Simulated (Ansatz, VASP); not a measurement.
One calculation of PC, two programs

```
CELL_PARAMETERS angstrom
0.00000 2.08354 2.08354
2.08354 0.00000 2.08354
2.08354 2.08354 0.00000
ATOMIC_POSITIONS crystal
P 0.50000 0.50000 0.50000
C 0.00000 0.00000 0.00000
```

Change from the starting cell: species swapped into the TbP type (Fm-3m, No. 225).

Alike in both runs: functional PBE; k mesh 7 × 7 × 7; occupations gaussian, width 0.2 eV; no spin polarisation.

Ansatz relaxed the structure, and its values are those at the end. VASP's run is a single point on that final structure, the one shown.

|  | VASP | Ansatz |
| --- | --- | --- |
| version | VASP 6.6.1 | Ansatz 0.2.0 |
| potentials or method | VASP PAW PBE potentials, release 64 (P, C), cutoff 600 eV | scalar-relativistic, plane waves, PAW |
| valence electrons in the cell | 9 | 9 |

Ansatz gave:

```
gap on the k mesh at the Fermi level (eV) : none
pressure (GPa)                            : -0.2
```

**Question.** Estimate VASP's values.

**Answer.** gap on the k mesh at the Fermi level (eV): none; pressure (GPa): -0.6.

A gap of «none» marks a metal or a gap that the smearing closes. With one functional, cell and mesh, what is left measures potentials, basis and numerics.

The k mesh is coarse, so the values compare programs but aren't converged.
